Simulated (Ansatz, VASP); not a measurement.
## TiO2 in VASP and in Ansatz

File INCAR:

```
PREC = Accurate ; ENCUT = 520
EDIFF = 1E-7 ; ISMEAR = -1
SIGMA = 0.02 ; LREAL = False
LASPH = True ; NELM = 100
ALGO = Normal ; ISIF = 2
LWAVE = False ; LCHARG = False
GGA = PE ; NBANDS = 33
```

The input KPOINTS:

```
Automatic mesh
0
Gamma
  6 6 8
```

File POSCAR:

```
TiO2
1.0
    4.4129793542      0.0000000000      0.0000000000
    0.0000000000      4.4129793542      0.0000000000
    0.0000000000      0.0000000000      3.0440756372
Ti O
2 4
Direct
    0.0000000000      0.0000000000      0.0000000000
    0.5000000000      0.5000000000      0.5000000000
    0.3042568738      0.3042568738      0.0000000000
    0.1957431262      0.8042568738      0.5000000000
    0.8042568738      0.1957431262      0.5000000000
    0.6957431262      0.6957431262      0.0000000000
```

Input for Ansatz:

```yaml
crystal:
  lattice:
    - [4.4129793542, 0.0, 0.0]
    - [0.0, 4.4129793542, 0.0]
    - [0.0, 0.0, 3.0440756372]
  atoms:
    - { symbol: Ti, position: [0.0, 0.0, 0.0] }
    - { symbol: Ti, position: [0.5, 0.5, 0.5] }
    - { symbol: O, position: [0.3042568738, 0.3042568738, 0.0] }
    - { symbol: O, position: [0.1957431262, 0.8042568738, 0.5] }
    - { symbol: O, position: [0.8042568738, 0.1957431262, 0.5] }
    - { symbol: O, position: [0.6957431262, 0.6957431262, 0.0] }
kpoints:
  mp_grid: { grid: [6, 6, 8] }
  band_path:
    path:
      - [0.0, 0.0, 0.0]
      - [0.0, 0.5, 0.0]
      - [0.5, 0.5, 0.0]
      - [0.0, 0.0, 0.5]
      - [0.0, 0.5, 0.5]
      - [0.5, 0.5, 0.5]
    npoints: 1
hamiltonian:
  xc: pbe
scf:
  occupations: { method: fermi_dirac, width: 0.02 }
  n_extra_bands: 5
output:
  forces: true
  stress: true
  eigenvalues: true
```

Change from the starting cell: epitaxial_xy strain -4.0%.

Alike in both runs: task single point; functional PBE; k mesh 6 × 6 × 8; occupations fermi-dirac, width 0.02 eV; no spin polarisation.

```csv
,VASP,Ansatz
version,VASP 6.6.1,Ansatz 0.2.0
potentials or method,"VASP PAW PBE potentials, release 64 (Ti_sv, O)","plane waves, PAW"
plane-wave cutoff (eV),520,420
valence electrons in the cell,48,48
```

Ansatz gave:

```
gap on the k mesh at the Fermi level (eV)                     : 1.96
pressure (GPa)                                                : 16.8
traceless stress, the component that is largest in VASP (GPa) : -11.04
rms of the force components (eV/Å)                            : 0.011
```

Question: Which values does VASP return?

Answer: gap on the k mesh at the Fermi level (eV): 1.93; pressure (GPa): 17.5; traceless stress, the component that is largest in VASP (GPa): -10.93; rms of the force components (eV/Å): 0.012.

Atom by atom the forces differ by 0.001 eV/Å (rms over components).
